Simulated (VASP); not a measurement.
# CoAg9Au6 (P1) in VASP: single point with PBE

Aim: the single point of CoAg9Au6 with PBE.

All numbers are computed with VASP 6.6.1; they aren't measurements. Logs are shortened: lines on timing, memory, paths and dates and some standing lists are left out, and cuts for length are marked.

**1. The cell of the first run**

The typed cell holds 16 atoms: a = 7.141 Å, b = 7.106 Å, c = 7.138 Å, α = 110.30°, β = 109.17°, γ = 109.13°.

**2. Single point, PBE, collinear spin, ferromagnetic start**

The input, INCAR:

```
ALGO     = Fast           # electronic algorithm
EDIFF    = 1E-6           # SCF threshold, eV
ENCUT    = 520            # plane-wave cutoff, eV
GGA      = PE             # functional
ISIF     = 2              # what is computed and relaxed
ISMEAR   = 0              # smearing method
ISPIN    = 2              # spin polarisation
ISYM     = 0            
LASPH    = T              # aspherical terms in the spheres
LCHARG   = F              # write CHGCAR
LMAXMIX  = 4              # l up to which the mixer works
LORBIT   = 11             # projections on sites
LREAL    = Auto         
LWAVE    = F              # write WAVECAR
MAGMOM   = 3 0 0 0 0 0 0 0 0 0 0 0 0 0 0 0 # initial moments
NBANDS   = 105            # bands
NELM     = 150            # most SCF steps
PREC     = Accurate       # precision mode
SIGMA    = 0.1            # smearing width, eV
```

The input, KPOINTS:

```
Automatic mesh
0
Gamma
  2 2 2
  0.5 0.5 0.5
```

The input, POSCAR:

```
CoAg9Au6
1.0
   -4.0845484152      4.1452698576     -4.1383025563
    4.0553522810      4.1146448749      4.1368737077
    4.0833063005     -4.1438410090     -4.1356315930
Co Ag Au
1 9 6
Direct
    0.0010479501      0.2496653539      0.7512387372
    0.5013607507     -0.0001329470      0.5028483489
    0.2503687508      0.2526014671      0.5048566560
    0.5010668363      0.7498600696      0.7513848756
    0.0024827377      0.4994848371      0.5013876009
    0.5011159560      0.2496381542      0.2512253946
   -0.0003475019      1.0000136791      0.0011210866
    1.0010671889      0.7498010502      0.2513085527
    0.7518824705      0.2470998430      0.9976738310
    0.5006926999      0.4995616735     -0.0003434974
    0.2465782458      0.0067278149      0.7530770436
    0.7555477544      0.4927254553      0.7495903880
    0.7563034053      0.0067621791      0.2627916337
    0.7543638032      0.7596158536      0.5078932875
    0.2458367962      0.4927486829      0.2397377177
    0.2476495748      0.7396633257      0.9945873193
```

Potentials or basis: VASP PAW PBE potentials, release 64 (Co, Ag, Au).

Command:

```bash
cat potpaw_PBE.64/Co/POTCAR potpaw_PBE.64/Ag/POTCAR potpaw_PBE.64/Au/POTCAR > POTCAR
mpirun -np 1 vasp_std > vasp.out
```

OUTCAR:

```text
EDIFF = 1E-6
   ENCUT = 520
   GGA = PE
   ISIF = 2
   ISMEAR = 0
   ISPIN = 2
   ISYM = 0
   LASPH = T
   LORBIT = 11
   LREAL = Auto
   NELM = 150
   PREC = Accurate

 ion  position               nearest neighbor table
   1  0.001  0.250  0.751-  16 2.83  14 2.83  13 2.83  15 2.83  11 2.84  12 2.84   9 2.88   3 2.88
                             7 2.92   5 2.92  10 2.92   2 2.92
   2  0.501  1.000  0.503-  12 2.85  14 2.86   9 2.87  13 2.88   4 2.91   1 2.92   3 2.92   8 2.93
                            15 2.93   6 2.93  11 2.94  16 2.95
   3  0.250  0.253  0.505-  10 2.87   5 2.87   4 2.87   1 2.88  11 2.89  13 2.89   8 2.90   7 2.92
                             2 2.92   6 2.93  15 2.95  12 2.96
   4  0.501  0.750  0.751-   9 2.87   3 2.87  16 2.89  14 2.89   2 2.91  10 2.91   5 2.92   7 2.92
                            13 2.97  11 2.97  15 2.97  12 2.97
   5  0.002  0.499  0.501-  13 2.85  16 2.86   3 2.87  12 2.88   4 2.92   1 2.92   9 2.92   8 2.92
                            11 2.93   6 2.93  15 2.94  14 2.95
   6  0.501  0.250  0.251-  11 2.89  13 2.89  12 2.89  15 2.89   2 2.93  10 2.93   5 2.93   7 2.93
                             9 2.93   3 2.93  16 2.95  14 2.95
   7  1.000  0.000  0.001-  15 2.85  14 2.86   9 2.87  11 2.88   4 2.92   1 2.92   3 2.92   8 2.92
                            12 2.93   6 2.93  13 2.94  16 2.95
   8  0.001  0.750  0.251-   9 2.90   3 2.90  12 2.91  11 2.91  13 2.91  15 2.91   5 2.92   7 2.92
                             2 2.93  10 2.93  14 2.93  16 2.93
   9  0.752  0.247  0.998-   2 2.87   7 2.87   4 2.87   1 2.88  12 2.89  15 2.89   8 2.90   5 2.92
                            10 2.92   6 2.93  13 2.96  11 2.96
  10  0.501  0.500  1.000-  11 2.85  16 2.86   3 2.87  15 2.88   4 2.91   1 2.92   9 2.92   8 2.93
                            13 2.93   6 2.93  12 2.94  14 2.95
  11  0.247  0.007  0.753-   1 2.84  10 2.85  14 2.88   7 2.88   3 2.89   6 2.89   8 2.91   5 2.93
                             2 2.94   9 2.96   4 2.97  16 2.97
  12  0.756  0.493  0.750-   1 2.84   2 2.85  16 2.88   5 2.88   9 2.89   6 2.89   8 2.91   7 2.93
                            10 2.94   3 2.96   4 2.97  14 2.97
  13  0.756  0.007  0.263-   1 2.83   5 2.85  14 2.88   2 2.88   3 2.89   6 2.89   8 2.91  10 2.93
                             7 2.94   9 2.96   4 2.97  16 2.98
  14  0.754  0.760  0.508-   1 2.83   7 2.86   2 2.86  13 2.88  11 2.88   4 2.89   8 2.93   6 2.95
                            10 2.95   5 2.95  12 2.97  15 2.97
  15  0.246  0.493  0.240-   1 2.83   7 2.85  16 2.88  10 2.88   9 2.89   6 2.89   8 2.91   2 2.93
                             5 2.94   3 2.95   4 2.97  14 2.97
  16  0.248  0.740  0.995-   1 2.83   5 2.86  10 2.86  15 2.88  12 2.88   4 2.89   8 2.93   6 2.95
                             2 2.95   7 2.95  11 2.97  13 2.98

IMPORTANT INFORMATION: All symmetrisations will be switched off!
NOSYMM: (Re-)initialisation of all symmetry stuff for point group C_1.

----------------------------------------------------------------------------------------

                                     Primitive cell

  volume of cell :     278.1025

  direct lattice vectors                    reciprocal lattice vectors
    -4.084548415  4.145269858 -4.138302556     0.000452680  0.121047321 -0.120840653
     4.055352281  4.114644875  4.136873708     0.123306241  0.121502473  0.000002471
     4.083306301 -4.143841009 -4.135631593     0.122890303  0.000413467 -0.120879866

  length of vectors
     7.140892521  7.105625141  7.137804797     0.171041288  0.173110601  0.172377898

  position of ions in fractional coordinates (direct lattice)
     0.001047950  0.249665354  0.751238737
     0.501360751  0.999867053  0.502848349
     0.250368751  0.252601467  0.504856656
     0.501066836  0.749860070  0.751384876
     0.002482738  0.499484837  0.501387601
     0.501115956  0.249638154  0.251225395
[... 8 lines left out ...]
     0.245836796  0.492748683  0.239737718
     0.247649575  0.739663326  0.994587319

  ion indices of the primitive-cell ions
   primitive index   ion index
                 1           1
                 2           2
                 3           3
                 4           4
                 5           5
                 6           6
[... 8 lines left out ...]
                15          15
                16          16

----------------------------------------------------------------------------------------

 KPOINTS: Automatic mesh

Automatic generation of k-mesh.
 Grid dimensions read from file:
 generate k-points for:    2    2    2

 Generating k-lattice:

  Cartesian coordinates                     Fractional coordinates (reciprocal lattice)
     0.000226340  0.060523661 -0.060420326     0.500000000  0.000000000  0.000000000
     0.061653121  0.060751237  0.000001236    -0.000000000  0.500000000 -0.000000000
     0.061445151  0.000206734 -0.060439933    -0.000000000  0.000000000  0.500000000

  Length of vectors
     0.085520644  0.086555301  0.086188949

[... 30 lines left out ...]
   ENCUT  =  520.0 eV  38.22 Ry    6.18 a.u.  13.28 13.21 13.27*2*pi/ulx,y,z
   NELM   =    150;   NELMIN=  2; NELMDL= -5     # of ELM steps
   EDIFF  = 0.1E-05   stopping-criterion for ELM
   LREAL  =      T    real-space projection
   EDIFFG = 0.1E-04   stopping-criterion for IOM
   NSW    =      0    number of steps for IOM
   IBRION =     -1    ionic relax: 0-MD 1-quasi-New 2-CG
   NFREE  =      0    steps in history (QN), initial steepest desc. (CG)
   ISIF   =      2    stress and relaxation
   ISYM   =      0    0-nonsym 1-usesym 2-fastsym
   POTIM  = 0.5000    time-step for ionic-motion
   TEBEG  =    0.0;   TEEND  =   0.0 temperature during run
   PSTRESS=    0.0 pullay stress
   NELECT =     174.0000    total number of electrons
   NUPDOWN=      -1.0000    fix difference up-down
   EMIN   =  10.00;   EMAX   =-10.00  energy-range for DOS
   EFERMI =   0.00;   METHOD = LEGACY
   ISMEAR =     0;   SIGMA  =   0.10  broadening in eV -4-tet -1-fermi 0-gaus
   EFERMI_NEDOS =   21; number of points for ismear=-14 and -15
   IALGO  =     68    algorithm
   IMIX   =      4    mixing-type and parameters
     AMIX     =   0.40;   BMIX     =  1.00
     AMIX_MAG =   1.60;   BMIX_MAG =  1.00
  volume/ion in A,a.u.               =      17.38       117.30
  Fermi-wavevector in a.u.,A,eV,Ry     =   1.400198  2.645991 26.674981  1.960556
  Thomas-Fermi vector in A             =   2.523183
   LORBIT       =     11    0 simple, 1 ext, 2 COOP (PROOUT), +10 PAW based schemes
   GGA     = PE    functional components
   LHFCALC =     F    Hartree Fock is set to
   AEXX    =    0.0000 exact exchange contribution
   IVDW    =     0    specifies the selected vdW correction
   LEPSILON=     F    determine dielectric tensor
   LRPA    =     F    only Hartree local field effects (RPA)
 spin polarized calculation
 RMM-DIIS sequential band-by-band and
 Gauss-broadening in eV      SIGMA  =   0.10
  energy-cutoff  :      520.00
  volume of cell :      278.10
 maximum number of plane-waves:      7497
 NGX is ok and might be reduce to    54
   NGX = 27   NGY = 27   NGZ = 27

 number of electron     173.9999989 magnetization       2.0553266

 Free energy of the ion-electron system (eV)
  ---------------------------------------------------
  ext. energy  EPLUGINS =         0.00000000
  ---------------------------------------------------
  free energy    TOTEN  =       -50.46667736 eV

  energy without entropy =      -50.43409578  energy(sigma->0) =      -50.45038657

 E-fermi :   8.1476     XC(G=0): -12.2119

 val. band max:        8.0933766417   @ k =  -0.2500   0.2500   0.2500
 cond. band min:       8.1984101708   @ k =  -0.2500  -0.2500   0.2500
 fundamental gap:      0.1050335291
 Fermi energy:         8.1475789026

 spin component 1

 k-point     1 :       0.2500    0.2500    0.2500
  band No.  band energies     occupation
      1       1.2568      1.00000
      2       1.3134      1.00000
      3       1.5932      1.00000
      4       1.6459      1.00000
      5       2.3610      1.00000
      6       2.3698      1.00000
[... 397 lines left out ...]
     98      13.2817      0.00000
     99      13.8213      0.00000
 Fermi energy:         8.1475789026

 spin component 2

 k-point     1 :       0.2500    0.2500    0.2500
  band No.  band energies     occupation
      1       1.2819      1.00000
      2       1.3195      1.00000
      3       1.6113      1.00000
      4       1.6562      1.00000
      5       2.3628      1.00000
      6       2.3797      1.00000
[... 397 lines left out ...]
     98      13.3277      0.00000
     99      13.9234      0.00000
 [bands above 99 left out]

------------------------ aborting loop because EDIFF is reached ----------------------------------------

  FORCE on cell =-STRESS in cart. coord.  units (eV):
  Direction    XX          YY          ZZ          XY          YZ          ZX
  --------------------------------------------------------------------------------------
  -------------------------------------------------------------------------------------
  Total       -0.4507996     -0.3776054     -0.3097338      0.0441574      0.0251622     -0.0245911
  in kB       -2.5971032     -2.1754239     -1.7844085      0.2543951      0.1449622     -0.1416718
  external PRESSURE =      -2.1856452 kB  Pullay stress =       0.0000000 kB

 VOLUME and BASIS-vectors are now :
 -----------------------------------------------------------------------------
  energy-cutoff  :      520.00
  volume of cell :      278.10
      direct lattice vectors                 reciprocal lattice vectors
    -4.084548415  4.145269858 -4.138302556     0.000452680  0.121047321 -0.120840653
     4.055352281  4.114644875  4.136873708     0.123306241  0.121502473  0.000002471
     4.083306301 -4.143841009 -4.135631593     0.122890303  0.000413467 -0.120879866

 POSITION                                       TOTAL-FORCE (eV/Angst)
 -----------------------------------------------------------------------------------
      4.07574     -2.08139     -2.07835        -0.000405      0.000585      0.000785
      4.06026      4.10865     -0.01805        -0.002573     -0.008696      0.010031
      2.06323     -0.01483     -2.07902        -0.004153     -0.000368      0.000962
      4.06245      2.04885     -2.07894        -0.003122      0.001457      0.000774
      4.06277     -0.01218     -0.01752         0.004893      0.010218      0.011785
     -0.00863      2.06340     -2.08002         0.003825      0.000025      0.002738
[... 8 lines left out ...]
      1.97306      2.05311      0.02963         0.004586     -0.000635     -0.013525
      6.04926     -0.05139     -2.07820         0.002234      0.016613      0.001217
 -----------------------------------------------------------------------------------
    total drift:                                0.001078     -0.000769      0.001140

  FREE ENERGIE OF THE ION-ELECTRON SYSTEM (eV)
  ---------------------------------------------------
  free  energy   TOTEN  =       -50.4666773627 eV

  energy  without entropy=      -50.4340957758  energy(sigma->0) =      -50.45038657

 total charge

# of ion       s       p       d       tot
------------------------------------------
    1        0.329   0.270   7.184   7.783
    2        0.386   0.306   9.160   9.852
    3        0.401   0.294   9.160   9.855
    4        0.383   0.299   9.158   9.840
    5        0.386   0.306   9.160   9.852
    6        0.383   0.301   9.157   9.841
[... 8 lines left out ...]
   15        0.585   0.329   8.711   9.626
   16        0.572   0.320   8.741   9.633
--------------------------------------------------
tot          7.308   4.937 141.949 154.195

 magnetization (x)

# of ion       s       p       d       tot
------------------------------------------
    1        0.017   0.011   1.932   1.959
    2       -0.000  -0.000   0.004   0.004
    3        0.001  -0.001   0.001   0.001
    4        0.000  -0.004   0.014   0.010
    5       -0.000  -0.000   0.004   0.004
    6        0.001  -0.005   0.013   0.009
[... 8 lines left out ...]
   15       -0.003   0.004  -0.002  -0.000
   16       -0.005  -0.002   0.018   0.011
--------------------------------------------------
tot          0.002   0.007   2.018   2.027
```

Wall time 17 min (1 thread of Intel Xeon 8259CL, shared host); peak memory 0.61 GiB.

What came out:

* Free energy: -50.4667 eV
* Pressure: -0.2 GPa
* Largest force: 0.018 eV/Å
* Net moment: 2.06 μB per cell
* Site moments: Co +1.96; Ag +0.00, +0.01 (each value once); Au -0.00, +0.01 (each value once) μB
* Valence electrons inside the program's atomic spheres: Co 7.78; Ag 9.85, 9.86, 9.84 (each value once); Au 9.63

Forces on the atoms (eV/Å):
```
Co   0.000  0.001  0.001
Ag  -0.003 -0.009  0.010
Ag  -0.004  0.000  0.001
Ag  -0.003  0.001  0.001
Ag   0.005  0.010  0.012
Ag   0.004  0.000  0.003
Ag  -0.004 -0.013 -0.012
Ag   0.001  0.001  0.001
Ag   0.002 -0.005 -0.003
Ag   0.003  0.010 -0.013
Au  -0.005 -0.002 -0.009
Au   0.002  0.005  0.013
Au  -0.005  0.000  0.007
Au   0.001 -0.016  0.000
Au   0.005 -0.001 -0.014
Au   0.002  0.017  0.001
```

Caveat: the k points lie up to 0.54 Å⁻¹ apart; spin-orbit coupling is left out, which moves the levels of the heavy elements.
